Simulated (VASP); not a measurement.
# Mo (Im-3m) in VASP: settings compared

Aim: see how the results for Mo move with the level of theory and the settings. Levels: PBE, r2SCAN. Tasks: relaxation of cell and atoms.

All numbers are computed with VASP 6.6.1; they aren't measurements. Logs are shortened: lines on timing, memory, paths and dates and some standing lists are left out, and cuts for length are marked.

### 1 The cell of the first run

It takes space group Im-3m (No. 229, cubic). Conventional cell: a = 3.147 Å, b = 3.147 Å, c = 3.147 Å, α = 90.00°, β = 90.00°, γ = 90.00°. Within 3.6 Å of Mo (site symmetry m-3m) lie 14 Mo at 2.73 to 3.15 Å.

### 2 Relaxation of cell and atoms, PBE

INCAR

```
SYSTEM = Mo
PREC = Accurate
ENCUT = 600
EDIFF = 1E-6
ISMEAR = -1
SIGMA = 0.02
LREAL = .FALSE.
LASPH = .TRUE.
NELM = 80
ALGO = Normal
ISIF = 3
LWAVE = .FALSE.
LCHARG = .FALSE.
GGA = PE
IBRION = 2
NSW = 80
EDIFFG = -0.005
```

KPOINTS

```
regular mesh
0
G
  10 10 10
  0 0 0
```

POSCAR

```
Mo
1.0
   -1.5734150000      1.5734150000      1.5734150000
    1.5734150000     -1.5734150000      1.5734150000
    1.5734150000      1.5734150000     -1.5734150000
Mo
1
Direct
    0.0000000000      0.0000000000      0.0000000000
```

Potentials or basis: VASP PAW PBE potentials, release 64 (Mo_sv).

On the command line:

```bash
$ cat potpaw_PBE.64/Mo_sv/POTCAR > POTCAR
$ mpirun -np 1 vasp_std > vasp.out
```

OUTCAR:

```text
SYSTEM = Mo
   PREC = Accurate
   ENCUT = 600
   EDIFF = 1E-6
   ISMEAR = -1
   LREAL = .FALSE.
   LASPH = .TRUE.
   NELM = 80
   ISIF = 3
   GGA = PE
   IBRION = 2
   NSW = 80
   EDIFFG = -0.005

 ion  position               nearest neighbor table
   1  0.000  0.000  0.000-

  LATTYP: Found a body centered cubic cell.
 ALAT       =     3.1468300000

  Lattice vectors:

 A1 = (  -1.5734150000,   1.5734150000,   1.5734150000)
 A2 = (   1.5734150000,  -1.5734150000,   1.5734150000)
 A3 = (   1.5734150000,   1.5734150000,  -1.5734150000)

Analysis of symmetry for initial positions (statically):
=====================================================================
 Subroutine PRICEL returns:
 Original cell was already a primitive cell.

 Routine SETGRP: Setting up the symmetry group for a
 body centered cubic supercell.

 Subroutine GETGRP returns: Found 48 space group operations
 (whereof 48 operations were pure point group operations)
 out of a pool of 48 trial point group operations.

The static configuration has the point symmetry O_h .

Analysis of symmetry for dynamics (positions and initial velocities):
=====================================================================
 Subroutine PRICEL returns:
 Original cell was already a primitive cell.

 Routine SETGRP: Setting up the symmetry group for a
 body centered cubic supercell.

 Subroutine GETGRP returns: Found 48 space group operations
 (whereof 48 operations were pure point group operations)
 out of a pool of 48 trial point group operations.

The dynamic configuration has the point symmetry O_h .

 Subroutine INISYM returns: Found 48 space group operations
 (whereof 48 operations are pure point group operations),
 and found     1 'primitive' translations

----------------------------------------------------------------------------------------

                                     Primitive cell

  volume of cell :      15.5808

  direct lattice vectors                    reciprocal lattice vectors
    -1.573415000  1.573415000  1.573415000     0.000000000  0.317780115  0.317780115
     1.573415000 -1.573415000  1.573415000     0.317780115  0.000000000  0.317780115
     1.573415000  1.573415000 -1.573415000     0.317780115  0.317780115  0.000000000

  length of vectors
     2.725234721  2.725234721  2.725234721     0.449408949  0.449408949  0.449408949

  position of ions in fractional coordinates (direct lattice)
     0.000000000  0.000000000  0.000000000

  ion indices of the primitive-cell ions
   primitive index   ion index
                 1           1

----------------------------------------------------------------------------------------

 KPOINTS: regular mesh

Automatic generation of k-mesh.
 Grid dimensions read from file:
 generate k-points for:   10   10   10

 Generating k-lattice:

  Cartesian coordinates                     Fractional coordinates (reciprocal lattice)
     0.000000000  0.031778012  0.031778012     0.100000000  0.000000000  0.000000000
     0.031778012  0.000000000  0.031778012     0.000000000  0.100000000  0.000000000
     0.031778012  0.031778012  0.000000000     0.000000000  0.000000000  0.100000000

  Length of vectors
     0.044940895  0.044940895  0.044940895

  Shift w.r.t. Gamma in fractional coordinates (k-lattice)
     0.000000000  0.000000000  0.000000000

 Subroutine IBZKPT returns following result:
 ===========================================

 Found     47 irreducible k-points:

 Following reciprocal coordinates:
            Coordinates               Weight
  0.000000  0.000000  0.000000      1.000000
  0.100000  0.000000  0.000000     12.000000
  0.200000  0.000000  0.000000     12.000000
  0.300000  0.000000  0.000000     12.000000
  0.400000  0.000000  0.000000     12.000000
  0.500000  0.000000  0.000000      6.000000
[... 16 lines left out ...]
  0.300000  0.300000  0.100000      8.000000
 -0.300000  0.300000  0.100000     24.000000
 [... further k-points ...]
   k-points           NKPTS =     47   k-points in BZ     NKDIM =     47   number of bands    NBANDS=     11
   number of dos      NEDOS =    301   number of ions     NIONS =      1
   total plane-waves  NPLWV =  13824
   dimension x,y,z NGX =    24 NGY =   24 NGZ =   24
   dimension x,y,z NGXF=    48 NGYF=   48 NGZF=   48
   ions per type =               1
   NGX,Y,Z   is equivalent  to a cutoff of  14.64, 14.64, 14.64 a.u.
   NGXF,Y,Z  is equivalent  to a cutoff of  29.28, 29.28, 29.28 a.u.
 SYSTEM =  Mo
   PREC   = accura    normal or accurate (medium, high low for compatibility)
   ISTART =      0    job   : 0-new  1-cont  2-samecut
   ICHARG =      2    charge: 1-file 2-atom 10-const
   ISPIN  =      1    spin polarized calculation?
   LNONCOLLINEAR =      F non collinear calculations
   LSORBIT =      F    spin-orbit coupling
   LASPH  =      T    aspherical Exc in radial PAW
   ENCUT  =  600.0 eV  44.10 Ry    6.64 a.u.   5.44  5.44  5.44*2*pi/ulx,y,z
   NELM   =     80;   NELMIN=  2; NELMDL= -5     # of ELM steps
   EDIFF  = 0.1E-05   stopping-criterion for ELM
   LREAL  =      F    real-space projection
   EDIFFG = -.5E-02   stopping-criterion for IOM
   NSW    =     80    number of steps for IOM
   IBRION =      2    ionic relax: 0-MD 1-quasi-New 2-CG
   NFREE  =      1    steps in history (QN), initial steepest desc. (CG)
   ISIF   =      3    stress and relaxation
   ISYM   =      2    0-nonsym 1-usesym 2-fastsym
   POTIM  = 0.5000    time-step for ionic-motion
   TEBEG  =    0.0;   TEEND  =   0.0 temperature during run
   PSTRESS=    0.0 pullay stress
   NELECT =      14.0000    total number of electrons
   NUPDOWN=      -1.0000    fix difference up-down
   EMIN   =  10.00;   EMAX   =-10.00  energy-range for DOS
   EFERMI =   0.00;   METHOD = LEGACY
   ISMEAR =    -1;   SIGMA  =   0.02  broadening in eV -4-tet -1-fermi 0-gaus
   EFERMI_NEDOS =   21; number of points for ismear=-14 and -15
   IALGO  =     38    algorithm
   IMIX   =      4    mixing-type and parameters
     AMIX     =   0.40;   BMIX     =  1.00
     AMIX_MAG =   1.60;   BMIX_MAG =  1.00
  volume/ion in A,a.u.               =      15.58       105.14
  Fermi-wavevector in a.u.,A,eV,Ry     =   1.579747  2.985289 33.954710  2.495601
  Thomas-Fermi vector in A             =   2.680079
   LORBIT       =      0    0 simple, 1 ext, 2 COOP (PROOUT), +10 PAW based schemes
   GGA     = PE    functional components
   LHFCALC =     F    Hartree Fock is set to
   AEXX    =    0.0000 exact exchange contribution
   IVDW    =     0    specifies the selected vdW correction
   LEPSILON=     F    determine dielectric tensor
   LRPA    =     F    only Hartree local field effects (RPA)
 conjugate gradient relaxation of ions
 non-spin polarized calculation
  energy-cutoff  :      600.00
  volume of cell :       15.58
 maximum number of plane-waves:       535
 NGX is ok and might be reduce to    24
   NGX = 11   NGY = 11   NGZ = 11

--------------------------------------- Ionic step        1  -------------------------------------------

 number of electron      14.0000002 magnetization

 Free energy of the ion-electron system (eV)
  ---------------------------------------------------
  ext. energy  EPLUGINS =         0.00000000
  ---------------------------------------------------
  free energy    TOTEN  =       -10.91709462 eV

  energy without entropy =      -10.91584255  energy(sigma->0) =      -10.91646859

------------------------ aborting loop because EDIFF is reached ----------------------------------------

  FORCE on cell =-STRESS in cart. coord.  units (eV):
  Direction    XX          YY          ZZ          XY          YZ          ZX
  --------------------------------------------------------------------------------------
  -------------------------------------------------------------------------------------
  Total        0.3204177      0.3204177      0.3204177      0.0000000     -0.0000000      0.0000000
  in kB       32.9486202     32.9486202     32.9486202      0.0000000     -0.0000000      0.0000000
  external PRESSURE =      32.9486202 kB  Pullay stress =       0.0000000 kB
[... 55 lines left out ...]
  energy  without entropy=      -10.9029152916  energy(sigma->0) =      -10.90398064

--------------------------------------- Ionic step        3  -------------------------------------------

 number of electron      14.0000002 magnetization

 Free energy of the ion-electron system (eV)
  ---------------------------------------------------
  ext. energy  EPLUGINS =         0.00000000
  ---------------------------------------------------
  free energy    TOTEN  =       -10.91905853 eV

  energy without entropy =      -10.91768231  energy(sigma->0) =      -10.91837042

 E-fermi :  12.5725     XC(G=0): -13.3339

 val. band max:       12.5534911435   @ k =  -0.2000   0.2000   0.1000
 cond. band min:      12.5819335363   @ k =  -0.2000   0.2000   0.2000
 fundamental gap:      0.0284423927
 Fermi energy:        12.5724772339

 k-point     1 :       0.0000    0.0000    0.0000
  band No.  band energies     occupation
      1     -48.7991      2.00000
      2     -22.0892      2.00000
      3     -22.0892      2.00000
      4     -22.0892      2.00000
      5       5.2421      2.00000
      6      11.1173      2.00000
      7      11.1173      2.00000
      8      11.1173      2.00000
      9      14.1097      0.00000
     10      14.1097      0.00000
     11      27.2641      0.00000
[... 309 lines left out ...]
 k-point    24 :      -0.3000    0.3000    0.1000
  band No.  band energies     occupation
      1     -48.6137      2.00000
      2     -22.9820      2.00000
      3     -22.4251      2.00000
      4     -22.1975      2.00000
      5       7.8312      2.00000
      6      10.1103      2.00000
      7      10.8042      2.00000
      8      12.9923      0.00000
      9      14.2947      0.00000
     10      15.0991      0.00000
     11      26.6531      0.00000

 [... further k-points ...]

------------------------ aborting loop because EDIFF is reached ----------------------------------------

  FORCE on cell =-STRESS in cart. coord.  units (eV):
  Direction    XX          YY          ZZ          XY          YZ          ZX
  --------------------------------------------------------------------------------------
  -------------------------------------------------------------------------------------
  Total       -0.0012030     -0.0012030     -0.0012030      0.0000000     -0.0000000      0.0000000
  in kB       -0.1221829     -0.1221829     -0.1221829      0.0000000     -0.0000000      0.0000000
  external PRESSURE =      -0.1221829 kB  Pullay stress =       0.0000000 kB
[... 16 lines left out ...]
  FREE ENERGIE OF THE ION-ELECTRON SYSTEM (eV)
  ---------------------------------------------------
  free  energy   TOTEN  =       -10.9190585305 eV

  energy  without entropy=      -10.9176823147  energy(sigma->0) =      -10.91837042

 reached required accuracy - stopping structural energy minimisation
```

Run time: 24 s. Hardware: 1 thread of Intel Xeon 8259CL, shared host; peak memory 0.15 GiB.

What came out:

```
Free energy                            : -10.9191 eV
Relaxed volume                         : 15.78 Å³/atom
Relaxed cell                           : a = 2.737 Å, b = 2.737 Å, c = 2.737 Å, α = 109.47°, β = 109.47°, γ = 109.47°
Space group after relaxing (to 0.05 Å) : Im-3m (No. 229)
Energy gained by relaxing              : 2.0 meV/atom
Ionic steps                            : 3
Pressure after relaxing                : 0.0 GPa
Band gap on the k mesh                 : zero (band 7 reaches 16.40 eV, above the bottom of band 8 at 11.12 eV)
```

The path:
| step | energy change (eV) | largest force (eV/Å) | pressure (GPa) | volume (Å³) |
| --- | --- | --- | --- | --- |
| 1 | 0.0000 | 0.0000 | 3.29 | 15.58 |
| 2 | 0.0120 | 0.0000 | -7.97 | 16.31 |
| 3 | -0.0020 | 0.0000 | -0.01 | 15.78 |

Final structure:
```
CELL_PARAMETERS angstrom
-1.57994 1.57994 1.57994
1.57994 -1.57994 1.57994
1.57994 1.57994 -1.57994
ATOMIC_POSITIONS crystal
Mo 0.00000 0.00000 0.00000
```

Levels at points of the mesh, in eV from the Fermi level:
```tsv
k point	band 4	band 5	band 6	band 7	band 8	band 9	band 10	band 11
(0.00, 0.00, 0.00)	-34.66	-7.33	-1.46	-1.46	-1.46	1.54	1.54	14.69
(0.50, 0.00, 0.00)	-34.67	-5.39	-3.47	1.47	1.56	2.19	4.58	11.40
(0.50, 0.50, 0.50)	-35.60	-5.49	-5.49	3.83	3.83	3.83	8.87	8.87
```

PBE usually gives volumes a little too large and moduli too small. Zero-point motion and thermal expansion aren't in these numbers.

### 3 Relaxation of cell and atoms, r2SCAN

This run uses another cell than the first one, of 15.75 Å³/atom, 1.011 times its volume.

POSCAR

```
Mo
1.0
   -1.5790975120      1.5790975120      1.5790975120
    1.5790975120     -1.5790975120      1.5790975120
    1.5790975120      1.5790975120     -1.5790975120
Mo
1
Direct
    0.0000000000      0.0000000000      0.0000000000
```

INCAR.step1

```
SYSTEM = Mo
PREC = Accurate
ENCUT = 600
ISMEAR = -1
SIGMA = 0.02
LREAL = .False.
LASPH = .True.
NELM = 60
GGA = PE
ALGO = Normal
EDIFF = 1E-4
LWAVE = .True.
LCHARG = .False.
```

INCAR.step2

```
SYSTEM = Mo
PREC = Accurate
ENCUT = 600
EDIFF = 1E-6
ISMEAR = -1
SIGMA = 0.02
LREAL = .False.
LASPH = .True.
NELM = 60
ALGO = Normal
ISIF = 3
LWAVE = .False.
LCHARG = .False.
METAGGA = R2SCAN
LMIXTAU = .True.
IBRION = 2
NSW = 80
EDIFFG = -0.005
ISTART = 1
```

KPOINTS

```
regular mesh
0
Gamma
  10 10 10
  0 0 0
```

Potentials or basis: VASP PAW PBE potentials, release 64 (Mo_sv).

On the command line:

```bash
$ cat potpaw_PBE.64/Mo_sv/POTCAR > POTCAR
$ cp INCAR.step1 INCAR
$ mpirun -np 1 vasp_std > vasp.out
$ cp INCAR.step2 INCAR
$ mpirun -np 1 vasp_std > vasp.out
```

Wall time 2 min (1 thread of Intel Xeon 8259CL, shared host); peak memory 0.16 GiB.

Results (log left out):

| Property | Result |
| --- | --- |
| Free energy | -26.0542 eV |
| Relaxed volume | 15.67 Å³/atom |
| Relaxed cell | a = 2.730 Å, b = 2.730 Å, c = 2.730 Å, α = 109.47°, β = 109.47°, γ = 109.47° |
| Space group after relaxing (to 0.05 Å) | Im-3m (No. 229) |
| Energy gained by relaxing | 0.3 meV/atom |
| Ionic steps | 3 |
| Pressure after relaxing | 0.0 GPa |
| Band gap on the k mesh | zero (band 7 reaches 16.66 eV, above the bottom of band 8 at 11.11 eV) |

The path:
| step | energy change (eV) | largest force (eV/Å) | pressure (GPa) | volume (Å³) |
| --- | --- | --- | --- | --- |
| 1 | 0.0000 | 0.0000 | -1.29 | 15.75 |
| 2 | 0.0019 | 0.0000 | 3.51 | 15.46 |
| 3 | -0.0003 | 0.0000 | 0.00 | 15.67 |

Final structure:
```
Mo
1.0
    -1.57634    1.57634    1.57634
     1.57634   -1.57634    1.57634
     1.57634    1.57634   -1.57634
Mo
1
Direct
  0.00000 0.00000 0.00000
```

Levels at points of the mesh, in eV from the Fermi level:
| k point | band 5 | band 6 | band 7 | band 8 | band 9 | band 10 |
| --- | --- | --- | --- | --- | --- | --- |
| (0.00, 0.00, 0.00) | -7.80 | -1.55 | -1.55 | -1.55 | 1.78 | 1.78 |
| (0.50, 0.00, 0.00) | -5.72 | -3.70 | 1.43 | 1.76 | 2.46 | 4.79 |
| (0.50, 0.50, 0.50) | -5.77 | -5.77 | 4.01 | 4.01 | 4.01 | 9.32 |

Caveat: the PAW data sets were made with another functional, which shifts forces and pressure a little.
